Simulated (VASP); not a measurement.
# Cd3Cu2 (Pm-3m) in VASP: density of states with PBE

Aim: the density of states of Cd3Cu2 with PBE.

All numbers are computed with VASP 6.6.1; they aren't measurements. Logs are shortened: lines on timing, memory, paths and dates and some standing lists are left out, and cuts for length are marked.

**1. The cell of the first run**

Symmetry: Pm-3m, No. 221, cubic system. The conventional cell has a = 4.935 Å, b = 4.935 Å, c = 4.935 Å, α = 90.00°, β = 90.00°, γ = 90.00°. Within 3.3 Å of Cd (site symmetry 4/mmm) lie 2 Cu at 2.47 Å. Within 3.3 Å of Cu (site symmetry m-3m) lie 6 Cd at 2.47 Å. Within 4.6 Å of Cu (site symmetry m-3m) lie 12 Cd at 3.49 Å and 8 Cu at 4.27 Å.

**2. Density of states, PBE**

POSCAR

```
Cd3Cu2
1.0
    4.9352804844      0.0000000000      0.0000000000
    0.0000000000      4.9352804844      0.0000000000
    0.0000000000      0.0000000000      4.9352804844
Cd Cu
3 2
Direct
    0.5000000000      0.0000000000      0.0000000000
    0.0000000000      0.5000000000      0.0000000000
    0.0000000000      0.0000000000      0.5000000000
    0.0000000000      0.0000000000      0.0000000000
    0.5000000000      0.5000000000      0.5000000000
```

INCAR.step1

```
PREC = Accurate ; ENCUT = 520
EDIFF = 1E-7 ; ISMEAR = 0
SIGMA = 0.1 ; LREAL = False
LASPH = True ; NELM = 100
ALGO = Normal ; ISIF = 2
LWAVE = False ; LCHARG = True
LMAXMIX = 4 ; GGA = PE
NBANDS = 37
```

KPOINTS.step1

```
regular mesh
0
Gamma
  8 8 8
```

INCAR.step2

```
PREC = Accurate ; ENCUT = 520
EDIFF = 1E-7 ; ISMEAR = -5
SIGMA = 0.1 ; LREAL = False
LASPH = True ; NELM = 100
ALGO = Normal ; ISIF = 2
LWAVE = False ; LCHARG = False
LMAXMIX = 4 ; GGA = PE
LORBIT = 11 ; NEDOS = 2001
ICHARG = 11
```

KPOINTS.step2

```
regular mesh
0
Gamma
  12 12 12
```

Potentials or basis: VASP PAW PBE potentials, release 64 (Cd, Cu).

Run with:

```console
cat potpaw_PBE.64/Cd/POTCAR potpaw_PBE.64/Cu/POTCAR > POTCAR
cp INCAR.step1 INCAR
cp KPOINTS.step1 KPOINTS
mpirun -np 1 vasp_std > vasp.out
cp INCAR.step2 INCAR
cp KPOINTS.step2 KPOINTS
mpirun -np 1 vasp_std > vasp.out
```

OUTCAR:

```text
PREC = Accurate
   ENCUT = 520
   EDIFF = 1E-7
   ISMEAR = -5
   LREAL = False
   LASPH = True
   NELM = 100
   ISIF = 2
   GGA = PE
   LORBIT = 11
   ICHARG = 11

 ion  position               nearest neighbor table
   1  0.500  0.000  0.000-   4 2.47   4 2.47   2 3.49   3 3.49   2 3.49   2 3.49   3 3.49   3 3.49
                             3 3.49   2 3.49
   2  0.000  0.500  0.000-   4 2.47   4 2.47   1 3.49   3 3.49   1 3.49   3 3.49   3 3.49   3 3.49
                             1 3.49   1 3.49
   3  0.000  0.000  0.500-   4 2.47   4 2.47   1 3.49   1 3.49   2 3.49   2 3.49   2 3.49   2 3.49
                             1 3.49   1 3.49
   4  0.000  0.000  0.000-   1 2.47   2 2.47   3 2.47   3 2.47   2 2.47   1 2.47
   5  0.500  0.500  0.500-

  LATTYP: Found a simple cubic cell.
 ALAT       =     4.9352804844

  Lattice vectors:

 A1 = (   4.9352804844,   0.0000000000,   0.0000000000)
 A2 = (   0.0000000000,   4.9352804844,   0.0000000000)
 A3 = (   0.0000000000,   0.0000000000,   4.9352804844)

Analysis of symmetry for initial positions (statically):
=====================================================================
 Subroutine PRICEL returns:
 Original cell was already a primitive cell.

 Routine SETGRP: Setting up the symmetry group for a
 simple cubic supercell.

 Subroutine GETGRP returns: Found 48 space group operations
 (whereof 48 operations were pure point group operations)
 out of a pool of 48 trial point group operations.

The static configuration has the point symmetry O_h .

Analysis of symmetry for dynamics (positions and initial velocities):
=====================================================================
 Subroutine PRICEL returns:
 Original cell was already a primitive cell.

 Routine SETGRP: Setting up the symmetry group for a
 simple cubic supercell.

 Subroutine GETGRP returns: Found 48 space group operations
 (whereof 48 operations were pure point group operations)
 out of a pool of 48 trial point group operations.

The dynamic configuration has the point symmetry O_h .

 Subroutine INISYM returns: Found 48 space group operations
 (whereof 48 operations are pure point group operations),
 and found     1 'primitive' translations

----------------------------------------------------------------------------------------

                                     Primitive cell

  volume of cell :     120.2086

  direct lattice vectors                    reciprocal lattice vectors
     4.935280484  0.000000000  0.000000000     0.202622729  0.000000000  0.000000000
     0.000000000  4.935280484  0.000000000     0.000000000  0.202622729  0.000000000
     0.000000000  0.000000000  4.935280484     0.000000000  0.000000000  0.202622729

  length of vectors
     4.935280484  4.935280484  4.935280484     0.202622729  0.202622729  0.202622729

  position of ions in fractional coordinates (direct lattice)
     0.500000000  0.000000000  0.000000000
     0.000000000  0.500000000  0.000000000
     0.000000000  0.000000000  0.500000000
     0.000000000  0.000000000  0.000000000
     0.500000000  0.500000000  0.500000000

  ion indices of the primitive-cell ions
   primitive index   ion index
                 1           1
                 2           2
                 3           3
                 4           4
                 5           5

----------------------------------------------------------------------------------------

 KPOINTS: regular mesh

Automatic generation of k-mesh.
 Grid dimensions read from file:
 generate k-points for:   12   12   12

 Generating k-lattice:

  Cartesian coordinates                     Fractional coordinates (reciprocal lattice)
     0.016885227  0.000000000  0.000000000     0.083333333  0.000000000  0.000000000
     0.000000000  0.016885227  0.000000000     0.000000000  0.083333333  0.000000000
     0.000000000  0.000000000  0.016885227     0.000000000  0.000000000  0.083333333

  Length of vectors
     0.016885227  0.016885227  0.016885227

  Shift w.r.t. Gamma in fractional coordinates (k-lattice)
     0.000000000  0.000000000  0.000000000

 TETIRR: Found    854 inequivalent tetrahedra from    10368

 Subroutine IBZKPT returns following result:
 ===========================================

 Found     84 irreducible k-points:

 Following reciprocal coordinates:
            Coordinates               Weight
  0.000000  0.000000  0.000000      1.000000
  0.083333  0.000000  0.000000      6.000000
  0.166667  0.000000  0.000000      6.000000
  0.250000  0.000000  0.000000      6.000000
  0.333333  0.000000  0.000000      6.000000
  0.416667  0.000000  0.000000      6.000000
[... 16 lines left out ...]
  0.333333  0.333333  0.000000     12.000000
  0.416667  0.333333  0.000000     24.000000
 [... further k-points ...]
   k-points           NKPTS =     84   k-points in BZ     NKDIM =     84   number of bands    NBANDS=     34
   number of dos      NEDOS =   2001   number of ions     NIONS =      5
   total plane-waves  NPLWV =  64000
   dimension x,y,z NGX =    40 NGY =   40 NGZ =   40
   dimension x,y,z NGXF=    80 NGYF=   80 NGZF=   80
   ions per type =               3   2
   NGX,Y,Z   is equivalent  to a cutoff of  13.47, 13.47, 13.47 a.u.
   NGXF,Y,Z  is equivalent  to a cutoff of  26.95, 26.95, 26.95 a.u.
 SYSTEM =  unknown system
   PREC   = accura    normal or accurate (medium, high low for compatibility)
   ISTART =      0    job   : 0-new  1-cont  2-samecut
   ICHARG =     11    charge: 1-file 2-atom 10-const
   ISPIN  =      1    spin polarized calculation?
   LNONCOLLINEAR =      F non collinear calculations
   LSORBIT =      F    spin-orbit coupling
   LASPH  =      T    aspherical Exc in radial PAW
   ENCUT  =  520.0 eV  38.22 Ry    6.18 a.u.   9.18  9.18  9.18*2*pi/ulx,y,z
   NELM   =    100;   NELMIN=  2; NELMDL=  0     # of ELM steps
   EDIFF  = 0.1E-06   stopping-criterion for ELM
   LREAL  =      F    real-space projection
   EDIFFG = 0.1E-05   stopping-criterion for IOM
   NSW    =      0    number of steps for IOM
   IBRION =     -1    ionic relax: 0-MD 1-quasi-New 2-CG
   NFREE  =      0    steps in history (QN), initial steepest desc. (CG)
   ISIF   =      2    stress and relaxation
   ISYM   =      2    0-nonsym 1-usesym 2-fastsym
   POTIM  = 0.5000    time-step for ionic-motion
   TEBEG  =    0.0;   TEEND  =   0.0 temperature during run
   PSTRESS=    0.0 pullay stress
   NELECT =      58.0000    total number of electrons
   NUPDOWN=      -1.0000    fix difference up-down
   EMIN   =  10.00;   EMAX   =-10.00  energy-range for DOS
   EFERMI =   0.00;   METHOD = LEGACY
   ISMEAR =    -5;   SIGMA  =   0.10  broadening in eV -4-tet -1-fermi 0-gaus
   EFERMI_NEDOS =   21; number of points for ismear=-14 and -15
   IALGO  =     38    algorithm
   IMIX   =      4    mixing-type and parameters
     AMIX     =   0.40;   BMIX     =  1.00
     AMIX_MAG =   1.60;   BMIX_MAG =  1.00
  volume/ion in A,a.u.               =      24.04       162.24
  Fermi-wavevector in a.u.,A,eV,Ry     =   1.284022  2.426449 22.432081  1.648711
  Thomas-Fermi vector in A             =   2.416240
   LORBIT       =     11    0 simple, 1 ext, 2 COOP (PROOUT), +10 PAW based schemes
   GGA     = PE    functional components
   LHFCALC =     F    Hartree Fock is set to
   AEXX    =    0.0000 exact exchange contribution
   IVDW    =     0    specifies the selected vdW correction
   LEPSILON=     F    determine dielectric tensor
   LRPA    =     F    only Hartree local field effects (RPA)
 non-spin polarized calculation
 Fermi weights with tetrahedron method with Bloechl corrections
  energy-cutoff  :      520.00
  volume of cell :      120.21
 maximum number of plane-waves:      3254
 NGX is ok and might be reduce to    40

 number of electron      58.0000053 magnetization

 Free energy of the ion-electron system (eV)
  ---------------------------------------------------
  ext. energy  EPLUGINS =         0.00000000
  ---------------------------------------------------
  free energy    TOTEN  =        -7.18693660 eV

  energy without entropy =       -7.18693660  energy(sigma->0) =       -7.18693660

 E-fermi :   1.7715     XC(G=0):  -9.7863

 val. band max:        1.8779036001   @ k =   0.4167   0.0833   0.0833
 cond. band min:       1.5261474669   @ k =   0.5000   0.5000   0.5000
 fundamental gap:     -0.3517561332
 Fermi energy:         1.7715054927

 k-point     1 :       0.0000    0.0000    0.0000
  band No.  band energies     occupation
      1      -7.6174      2.00000
      2      -7.0294      2.00000
      3      -7.0294      2.00000
      4      -7.0294      2.00000
      5      -6.8466      2.00000
      6      -6.8466      2.00000
[... 26 lines left out ...]
     33       6.7952      0.00000
     34       6.7952      0.00000

 k-point     2 :       0.0833    0.0000    0.0000
  band No.  band energies     occupation
      1      -7.6005      2.00000
      2      -7.0275      2.00000
      3      -7.0175      2.00000
      4      -7.0175      2.00000
      5      -6.8463      2.00000
      6      -6.8442      2.00000
[... 26 lines left out ...]
     33       6.5738      0.00000
     34       6.7053      0.00000

 k-point     3 :       0.1667    0.0000    0.0000
  band No.  band energies     occupation
      1      -7.5541      2.00000
      2      -7.0225      2.00000
      3      -6.9824      2.00000
      4      -6.9824      2.00000
      5      -6.8454      2.00000
      6      -6.8371      2.00000
[... 26 lines left out ...]
     33       6.0486      0.00000
     34       6.3568      0.00000

 k-point     4 :       0.2500    0.0000    0.0000
  band No.  band energies     occupation
      1      -7.4908      2.00000
      2      -7.0154      2.00000
      3      -6.9262      2.00000
      4      -6.9262      2.00000
      5      -6.8442      2.00000
      6      -6.8259      2.00000
[... 26 lines left out ...]
     33       5.8046      0.00000
     34       5.8083      0.00000

 k-point     5 :       0.3333    0.0000    0.0000
  band No.  band energies     occupation
      1      -7.4280      2.00000
      2      -7.0082      2.00000
      3      -6.8524      2.00000
      4      -6.8524      2.00000
      5      -6.8430      2.00000
      6      -6.8125      2.00000
[... 621 lines left out ...]
 k-point    22 :       0.5000    0.2500    0.0000
  band No.  band energies     occupation
      1      -7.2402      2.00000
      2      -6.9103      2.00000
      3      -6.8639      2.00000
      4      -6.8634      2.00000
      5      -6.6877      2.00000
      6      -6.6488      2.00000
[... 26 lines left out ...]
     33       4.9953      0.00000
     34       6.8341      0.00000

 k-point    23 :       0.3333    0.3333    0.0000
  band No.  band energies     occupation
      1      -7.2406      2.00000
      2      -6.8918      2.00000
      3      -6.8785      2.00000
      4      -6.8537      2.00000
      5      -6.7946      2.00000
      6      -6.7059      2.00000
[... 26 lines left out ...]
     33       5.7535      0.00000
     34       5.7681      0.00000

 k-point    24 :       0.4167    0.3333    0.0000
  band No.  band energies     occupation
      1      -7.1930      2.00000
      2      -6.8908      2.00000
      3      -6.8696      2.00000
      4      -6.8550      2.00000
      5      -6.7337      2.00000
      6      -6.6662      2.00000
[... 26 lines left out ...]
     33       5.5066      0.00000
     34       6.0466      0.00000

 [... further k-points ...]

------------------------ aborting loop because EDIFF is reached ----------------------------------------

  FORCE on cell =-STRESS in cart. coord.  units (eV):
  Direction    XX          YY          ZZ          XY          YZ          ZX
  --------------------------------------------------------------------------------------
  -------------------------------------------------------------------------------------
  Total       -0.1844196     -0.1844196     -0.1844196      0.0000000     -0.0000000      0.0000000
  in kB       -2.4580012     -2.4580012     -2.4580012      0.0000000     -0.0000000      0.0000000
  external PRESSURE =      -2.4580012 kB  Pullay stress =       0.0000000 kB

 VOLUME and BASIS-vectors are now :
 -----------------------------------------------------------------------------
  energy-cutoff  :      520.00
  volume of cell :      120.21
      direct lattice vectors                 reciprocal lattice vectors
     4.935280484  0.000000000  0.000000000     0.202622729  0.000000000  0.000000000
     0.000000000  4.935280484  0.000000000     0.000000000  0.202622729  0.000000000
     0.000000000  0.000000000  4.935280484     0.000000000  0.000000000  0.202622729

 POSITION                                       TOTAL-FORCE (eV/Angst)
 -----------------------------------------------------------------------------------
      2.46764      0.00000      0.00000         0.000000      0.000000      0.000000
      0.00000      2.46764      0.00000         0.000000      0.000000      0.000000
      0.00000      0.00000      2.46764         0.000000      0.000000      0.000000
      0.00000      0.00000      0.00000         0.000000      0.000000      0.000000
      2.46764      2.46764      2.46764         0.000000      0.000000      0.000000
 -----------------------------------------------------------------------------------
    total drift:                               -0.000000      0.000000     -0.000000

  FREE ENERGIE OF THE ION-ELECTRON SYSTEM (eV)
  ---------------------------------------------------
  free  energy   TOTEN  =        -7.1869366018 eV

  energy  without entropy=       -7.1869366018  energy(sigma->0) =       -7.18693660

 total charge

# of ion       s       p       d       tot
------------------------------------------
    1        0.569   0.239   9.502  10.310
    2        0.569   0.239   9.502  10.310
    3        0.569   0.239   9.502  10.310
    4        0.519   0.404   9.197  10.120
    5        0.363   0.064   9.295   9.721
--------------------------------------------------
tot          2.588   1.185  46.997  50.770
```

It took 9.3 min on 1 thread of AMD EPYC 7R13 (Zen 3), shared host; peak memory 0.4 GiB.

What came out:

```yaml
Valence_electrons_inside_the_program's_atomic_spheres: Cd 10.31; Cu 10.12, 9.72
```

Caveat: tetrahedron occupations give inexact forces and stress in metals.
